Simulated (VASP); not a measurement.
# ZnS in VASP: further runs

ZnS is run at these levels: PBE, r2SCAN; tasks: single point.

Everything below comes from runs of VASP 6.6.1. Logs are shortened: lines on timing, memory, paths and dates and some standing lists are left out, and cuts for length are marked.

## (1) The cell of the first run

Symmetry: I-4m2, No. 119, tetragonal system. The conventional cell has a = 3.744 Å, b = 3.744 Å, c = 5.501 Å, α = 90.00°, β = 90.00°, γ = 90.00°. Zn (site symmetry -4m2) has 4 S at 2.32 Å within 3.1 Å. S (site symmetry -4m2) has 4 Zn at 2.32 Å within 3.1 Å.

## (2) Single point, PBE (epitaxial xy strain -1.7%)

INCAR reads:

```
PREC = Accurate
ENCUT = 520
EDIFF = 1E-6
ISMEAR = -1
SIGMA = 0.02
LREAL = False
LASPH = True
NELM = 80
ALGO = Normal
ISIF = 2
LWAVE = False
LCHARG = False
GGA = PE
NBANDS = 16
```

KPOINTS reads:

```
regular mesh
0
Gamma
  8 8 8
```

POSCAR reads:

```
ZnS
1.0
    0.0000000000      2.6472086969      2.7502548155
    2.6472086969      0.0000000000      2.7502548155
    2.6472086969      2.6472086969      0.0000000000
Zn S
1 1
Direct
    0.0000000000      0.0000000000      0.0000000000
    0.2500000000      0.2500000000      0.2500000000
```

Potentials or basis: VASP PAW PBE potentials, release 64 (Zn, S).

Launch:

```
> cat potpaw_PBE.64/Zn/POTCAR potpaw_PBE.64/S/POTCAR > POTCAR
> mpirun -np 1 vasp_std > vasp.out
```

OUTCAR:

```text
PREC = Accurate
   ENCUT = 520
   EDIFF = 1E-6
   ISMEAR = -1
   LREAL = False
   LASPH = True
   NELM = 80
   ISIF = 2
   GGA = PE

 ion  position               nearest neighbor table
   1  0.000  0.000  0.000-   2 2.32   2 2.32   2 2.32   2 2.32
   2  0.250  0.250  0.250-   1 2.32   1 2.32   1 2.32   1 2.32

  LATTYP: Found a body centered tetragonal cell.
 ALAT       =     3.7437184416
 C/A-ratio  =     1.4692637058

  Lattice vectors:

 A1 = (  -2.6472086969,   0.0000000000,   2.7502548155)
 A2 = (   2.6472086969,   0.0000000000,   2.7502548155)
 A3 = (   0.0000000000,   2.6472086969,  -2.7502548155)

Analysis of symmetry for initial positions (statically):
=====================================================================
 Subroutine PRICEL returns:
 Original cell was already a primitive cell.

 Routine SETGRP: Setting up the symmetry group for a
 body centered tetragonal supercell.

 Subroutine GETGRP returns: Found  8 space group operations
 (whereof  8 operations were pure point group operations)
 out of a pool of 16 trial point group operations.

The static configuration has the point symmetry D_2d.

Analysis of symmetry for dynamics (positions and initial velocities):
=====================================================================
 Subroutine PRICEL returns:
 Original cell was already a primitive cell.

 Routine SETGRP: Setting up the symmetry group for a
 body centered tetragonal supercell.

 Subroutine GETGRP returns: Found  8 space group operations
 (whereof  8 operations were pure point group operations)
 out of a pool of 16 trial point group operations.

The dynamic configuration has the point symmetry D_2d.

 Subroutine INISYM returns: Found  8 space group operations
 (whereof  8 operations are pure point group operations),
 and found     1 'primitive' translations

----------------------------------------------------------------------------------------

                                     Primitive cell

  volume of cell :      38.5460

  direct lattice vectors                    reciprocal lattice vectors
     0.000000000  2.647208697  2.750254815    -0.188878195  0.188878195  0.181801336
     2.647208697  0.000000000  2.750254815     0.188878195 -0.188878195  0.181801336
     2.647208697  2.647208697  0.000000000     0.188878195  0.188878195 -0.181801336

  length of vectors
     3.817278538  3.817278538  3.743718442     0.323112474  0.323112474  0.323112474

  position of ions in fractional coordinates (direct lattice)
     0.000000000  0.000000000  0.000000000
     0.250000000  0.250000000  0.250000000

  ion indices of the primitive-cell ions
   primitive index   ion index
                 1           1
                 2           2

----------------------------------------------------------------------------------------

 KPOINTS: regular mesh

Automatic generation of k-mesh.
 Grid dimensions read from file:
 generate k-points for:    8    8    8

 Generating k-lattice:

  Cartesian coordinates                     Fractional coordinates (reciprocal lattice)
    -0.023609774  0.023609774  0.022725167     0.125000000 -0.000000000  0.000000000
     0.023609774 -0.023609774  0.022725167    -0.000000000  0.125000000  0.000000000
     0.023609774  0.023609774 -0.022725167     0.000000000  0.000000000  0.125000000

  Length of vectors
     0.040389059  0.040389059  0.040389059

  Shift w.r.t. Gamma in fractional coordinates (k-lattice)
     0.000000000  0.000000000  0.000000000

 Subroutine IBZKPT returns following result:
 ===========================================

 Found     59 irreducible k-points:

 Following reciprocal coordinates:
            Coordinates               Weight
  0.000000  0.000000  0.000000      1.000000
  0.125000 -0.000000  0.000000      8.000000
  0.250000 -0.000000  0.000000      8.000000
  0.375000  0.000000  0.000000      8.000000
  0.500000 -0.000000  0.000000      4.000000
  0.125000  0.125000  0.000000      2.000000
[... 16 lines left out ...]
  0.250000 -0.000000  0.125000     16.000000
  0.375000  0.000000  0.125000     16.000000
 [... further k-points ...]
   k-points           NKPTS =     59   k-points in BZ     NKDIM =     59   number of bands    NBANDS=     16
   number of dos      NEDOS =    301   number of ions     NIONS =      2
   total plane-waves  NPLWV =  21952
   dimension x,y,z NGX =    28 NGY =   28 NGZ =   28
   dimension x,y,z NGXF=    56 NGYF=   56 NGZF=   56
   ions per type =               1   1
   NGX,Y,Z   is equivalent  to a cutoff of  12.19, 12.19, 12.43 a.u.
   NGXF,Y,Z  is equivalent  to a cutoff of  24.39, 24.39, 24.87 a.u.
 SYSTEM =  unknown system
   PREC   = accura    normal or accurate (medium, high low for compatibility)
   ISTART =      0    job   : 0-new  1-cont  2-samecut
   ICHARG =      2    charge: 1-file 2-atom 10-const
   ISPIN  =      1    spin polarized calculation?
   LNONCOLLINEAR =      F non collinear calculations
   LSORBIT =      F    spin-orbit coupling
   LASPH  =      T    aspherical Exc in radial PAW
   ENCUT  =  520.0 eV  38.22 Ry    6.18 a.u.   7.10  7.10  6.96*2*pi/ulx,y,z
   NELM   =     80;   NELMIN=  2; NELMDL= -5     # of ELM steps
   EDIFF  = 0.1E-05   stopping-criterion for ELM
   LREAL  =      F    real-space projection
   EDIFFG = 0.1E-04   stopping-criterion for IOM
   NSW    =      0    number of steps for IOM
   IBRION =     -1    ionic relax: 0-MD 1-quasi-New 2-CG
   NFREE  =      0    steps in history (QN), initial steepest desc. (CG)
   ISIF   =      2    stress and relaxation
   ISYM   =      2    0-nonsym 1-usesym 2-fastsym
   POTIM  = 0.5000    time-step for ionic-motion
   TEBEG  =    0.0;   TEEND  =   0.0 temperature during run
   PSTRESS=    0.0 pullay stress
   NELECT =      18.0000    total number of electrons
   NUPDOWN=      -1.0000    fix difference up-down
   EMIN   =  10.00;   EMAX   =-10.00  energy-range for DOS
   EFERMI =   0.00;   METHOD = LEGACY
   ISMEAR =    -1;   SIGMA  =   0.02  broadening in eV -4-tet -1-fermi 0-gaus
   EFERMI_NEDOS =   21; number of points for ismear=-14 and -15
   IALGO  =     38    algorithm
   IMIX   =      4    mixing-type and parameters
     AMIX     =   0.40;   BMIX     =  1.00
     AMIX_MAG =   1.60;   BMIX_MAG =  1.00
  volume/ion in A,a.u.               =      19.27       130.06
  Fermi-wavevector in a.u.,A,eV,Ry     =   1.270104  2.400148 21.948426  1.613164
  Thomas-Fermi vector in A             =   2.403109
   LORBIT       =      0    0 simple, 1 ext, 2 COOP (PROOUT), +10 PAW based schemes
   GGA     = PE    functional components
   LHFCALC =     F    Hartree Fock is set to
   AEXX    =    0.0000 exact exchange contribution
   IVDW    =     0    specifies the selected vdW correction
   LEPSILON=     F    determine dielectric tensor
   LRPA    =     F    only Hartree local field effects (RPA)
 non-spin polarized calculation
  energy-cutoff  :      520.00
  volume of cell :       38.55
 maximum number of plane-waves:      1054
   NGX = 15   NGY = 15   NGZ = 13

 number of electron      18.0000024 magnetization

 Free energy of the ion-electron system (eV)
  ---------------------------------------------------
  ext. energy  EPLUGINS =         0.00000000
  ---------------------------------------------------
  free energy    TOTEN  =        -6.82692486 eV

  energy without entropy =       -6.82692486  energy(sigma->0) =       -6.82692486

 E-fermi :   2.8323     XC(G=0):  -9.7417

 val. band max:        2.3735349539   @ k =   0.0000   0.0000   0.0000
 cond. band min:       4.5370872843   @ k =   0.0000   0.0000   0.0000
 fundamental gap:      2.1635523304
 Fermi energy:         2.8322855944

 k-point     1 :       0.0000    0.0000    0.0000
  band No.  band energies     occupation
      1     -10.9757      2.00000
      2      -4.1223      2.00000
      3      -4.0976      2.00000
      4      -4.0976      2.00000
      5      -3.5885      2.00000
      6      -3.5759      2.00000
[... 8 lines left out ...]
     15      14.3614      0.00000
     16      14.4422      0.00000

 k-point     2 :       0.1250   -0.0000    0.0000
  band No.  band energies     occupation
      1     -10.8540      2.00000
      2      -4.1134      2.00000
      3      -4.0865      2.00000
      4      -4.0748      2.00000
      5      -3.5888      2.00000
      6      -3.5790      2.00000
[... 8 lines left out ...]
     15      13.7683      0.00000
     16      15.1251      0.00000

 k-point     3 :       0.2500   -0.0000    0.0000
  band No.  band energies     occupation
      1     -10.5353      2.00000
      2      -4.0719      2.00000
      3      -4.0408      2.00000
      4      -4.0240      2.00000
      5      -3.5807      2.00000
      6      -3.5798      2.00000
[... 8 lines left out ...]
     15      13.4180      0.00000
     16      14.6601      0.00000

 k-point     4 :       0.3750    0.0000    0.0000
  band No.  band energies     occupation
      1     -10.1717      2.00000
      2      -4.0147      2.00000
      3      -3.9827      2.00000
      4      -3.8492      2.00000
      5      -3.5673      2.00000
      6      -3.5562      2.00000
[... 8 lines left out ...]
     15      14.3985      0.00000
     16      14.6383      0.00000
[... 324 lines left out ...]
 k-point    22 :       0.1250    0.0000    0.1250
  band No.  band energies     occupation
      1     -10.8098      2.00000
      2      -4.1220      2.00000
      3      -4.0836      2.00000
      4      -4.0562      2.00000
      5      -3.5963      2.00000
      6      -3.5725      2.00000
[... 8 lines left out ...]
     15      14.1058      0.00000
     16      15.7219      0.00000

 k-point    23 :       0.2500   -0.0000    0.1250
  band No.  band energies     occupation
      1     -10.5531      2.00000
      2      -4.1194      2.00000
      3      -4.0334      2.00000
      4      -4.0034      2.00000
      5      -3.6044      2.00000
      6      -3.5602      2.00000
[... 8 lines left out ...]
     15      14.1602      0.00000
     16      16.1291      0.00000

 k-point    24 :       0.3750    0.0000    0.1250
  band No.  band energies     occupation
      1     -10.1985      2.00000
      2      -4.0348      2.00000
      3      -3.9784      2.00000
      4      -3.9183      2.00000
      5      -3.5790      2.00000
      6      -3.5425      2.00000
[... 8 lines left out ...]
     15      15.0096      0.00000
     16      15.6101      0.00000

 [... further k-points ...]
[... 5 lines left out ...]
  --------------------------------------------------------------------------------------
  -------------------------------------------------------------------------------------
  Total        0.9996475      0.9996475      0.6110616      0.0000000      0.0000000      0.0000000
  in kB       41.5506822     41.5506822     25.3989807      0.0000000      0.0000000      0.0000000
  external PRESSURE =      36.1667817 kB  Pullay stress =       0.0000000 kB

 VOLUME and BASIS-vectors are now :
 -----------------------------------------------------------------------------
  energy-cutoff  :      520.00
  volume of cell :       38.55
      direct lattice vectors                 reciprocal lattice vectors
     0.000000000  2.647208697  2.750254815    -0.188878195  0.188878195  0.181801336
     2.647208697  0.000000000  2.750254815     0.188878195 -0.188878195  0.181801336
     2.647208697  2.647208697  0.000000000     0.188878195  0.188878195 -0.181801336

 POSITION                                       TOTAL-FORCE (eV/Angst)
 -----------------------------------------------------------------------------------
      0.00000      0.00000      0.00000        -0.000000     -0.000000      0.000000
      1.32360      1.32360      1.37513         0.000000      0.000000     -0.000000
 -----------------------------------------------------------------------------------
    total drift:                                0.000001      0.000001      0.000003

  FREE ENERGIE OF THE ION-ELECTRON SYSTEM (eV)
  ---------------------------------------------------
  free  energy   TOTEN  =        -6.8269248639 eV

  energy  without entropy=       -6.8269248639  energy(sigma->0) =       -6.82692486
```

It took 25 s on 1 thread of Intel Xeon Platinum 8259CL at 2.50GHz (Skylake/Cascade Lake), shared host; peak memory 0.17 GiB.

What came out:

- Free energy: -6.8269 eV
- Pressure: 3.6 GPa
- Band gap on the k mesh: 2.16 eV, direct

Stress tensor (GPa, compression positive):
```
4.16 0.00 0.00
0.00 4.16 0.00
0.00 0.00 2.54
```

Levels at points of the mesh, in eV from the valence-band top:
```csv
k point,band 6,band 7,band 8,band 9,band 10,band 11,band 12,band 13
"(0.00, 0.00, 0.00)",-5.95,-0.15,0.00,0.00,2.16,6.34,6.35,6.35
"(0.50, 0.00, 0.00)",-5.75,-5.48,-1.06,-0.84,3.29,6.73,7.04,8.92
"(0.50, 0.50, 0.00)",-5.77,-4.84,-2.21,-2.21,3.45,4.27,10.80,12.13
"(0.50, 0.00, 0.50)",-5.71,-4.62,-2.46,-2.37,3.24,3.90,11.23,11.84
```

Caveat: the cell differs from its parent crystal (epitaxial xy strain -1.7%).

## (3) Single point, PBE (epitaxial 111 strain +0.9%)

INCAR, as its differences from that of step 2:

```diff
@@ -2,3 +2,3 @@
 ENCUT = 520
-EDIFF = 1E-6
+EDIFF = 1E-7
 ISMEAR = -1
@@ -7,3 +7,3 @@
 LASPH = True
-NELM = 80
+NELM = 60
 ALGO = Normal
```

KPOINTS reads:

```
Automatic mesh
0
Gamma
  8 8 8
```

POSCAR reads:

```
ZnS
1.0
   -0.0250593106      2.6927344339      2.6927344339
    2.6927344339     -0.0250593106      2.6927344339
    2.6927344339      2.6927344339     -0.0250593106
Zn S
1 1
Direct
   -0.0007939441     -0.0007939441     -0.0007939441
    0.2507939441      0.2507939441      0.2507939441
```

Potentials or basis: VASP PAW PBE potentials, release 64 (Zn, S).

Launch:

```
> cat potpaw_PBE.64/Zn/POTCAR potpaw_PBE.64/S/POTCAR > POTCAR
> mpirun -np 1 vasp_std > vasp.out
```

It took 32 s on 1 thread of Intel Xeon Platinum 8259CL at 2.50GHz (Skylake/Cascade Lake), shared host; peak memory 0.18 GiB.

It converged, with:

* Free energy: -6.8470 eV
* Pressure: 1.5 GPa
* Largest force: 0.006 eV/Å
* Band gap on the k mesh: 2.05 eV, direct

Forces on the atoms (eV/Å):
```
Zn  -0.004 -0.004 -0.004
S    0.004  0.004  0.004
```

Stress tensor (GPa, compression positive):
```
1.49 0.44 0.44
0.44 1.49 0.44
0.44 0.44 1.49
```

Levels at points of the mesh, in eV from the valence-band top:
```tsv
k point	band 5	band 6	band 7	band 8	band 9	band 10	band 11	band 12	band 13	band 14
(0.00, 0.00, 0.00)	-5.88	-5.88	-0.07	-0.07	0.00	2.05	6.29	6.29	6.48	11.71
(0.50, 0.00, 0.00)	-5.85	-5.68	-5.32	-0.92	-0.86	3.29	6.89	6.94	8.81	12.12
(0.50, 0.50, 0.00)	-5.80	-5.66	-4.59	-2.30	-2.20	3.36	4.04	10.89	11.90	11.91
(0.50, 0.50, 0.50)	-5.84	-5.66	-5.29	-0.95	-0.95	3.15	6.80	6.80	8.85	12.09
```

Caveat: the cell differs from its parent crystal (epitaxial 111 strain +0.9%).

## (4) Single point, r2SCAN (epitaxial xy strain -1.7%)

POSCAR reads:

```
ZnS
1.0
    0.0000000000      2.6472086969      2.7502548155
    2.6472086969      0.0000000000      2.7502548155
    2.6472086969      2.6472086969      0.0000000000
Zn S
1 1
Direct
    0.0000000000      0.0000000000      0.0000000000
    0.2500000000      0.2500000000      0.2500000000
```

INCAR.step1 reads:

```
  ALGO = Normal
  EDIFF = 1E-4
  ENCUT = 520
  GGA = PE
  ISMEAR = 0
  LASPH = T
  LCHARG = F
  LREAL = F
  LWAVE = T
  NBANDS = 16
  NELM = 100
  PREC = Accurate
  SIGMA = 0.01
```

INCAR.step2 reads:

```
  ALGO = Normal
  EDIFF = 1E-6
  ENCUT = 520
  ISIF = 2
  ISMEAR = 0
  ISTART = 1
  LASPH = T
  LCHARG = F
  LMIXTAU = T
  LREAL = F
  LWAVE = F
  METAGGA = R2SCAN
  NBANDS = 16
  NELM = 100
  PREC = Accurate
  SIGMA = 0.01
```

KPOINTS reads:

```
k-points
0
Gamma
  8 8 8
```

Launch:

```
> cat potpaw_PBE.64/Zn/POTCAR potpaw_PBE.64/S/POTCAR > POTCAR
> cp INCAR.step1 INCAR
> mpirun -np 1 vasp_std > vasp.out
> cp INCAR.step2 INCAR
> mpirun -np 1 vasp_std > vasp.out
```

Run time: 2 min. Hardware: 1 thread of Intel Xeon Platinum 8259CL at 2.50GHz (Skylake/Cascade Lake), shared host; peak memory 0.18 GiB.

The run converged. Its results:

| Item | Value |
| --- | --- |
| Free energy | -18.8591 eV |
| Pressure | 1.2 GPa |
| Band gap on the k mesh | 2.73 eV, direct |

Stress tensor (GPa, compression positive):
```
1.79 0.00 0.00
0.00 1.79 0.00
0.00 0.00 0.06
```

Levels at points of the mesh, in eV from the valence-band top:
```tsv
k point	band 7	band 8	band 9	band 10	band 11	band 12
(0.00, 0.00, 0.00)	-0.15	0.00	0.00	2.73	6.85	6.85
(0.50, 0.00, 0.00)	-5.59	-1.08	-0.86	3.79	7.19	7.51
(0.50, 0.50, 0.00)	-4.91	-2.27	-2.27	3.78	4.69	11.58
(0.50, 0.00, 0.50)	-4.67	-2.53	-2.44	3.56	4.30	12.03
```

Caveat: the cell differs from its parent crystal (epitaxial xy strain -1.7%); the PAW data sets were made with another functional, which shifts forces and pressure a little.

[end of part 1 of 2]
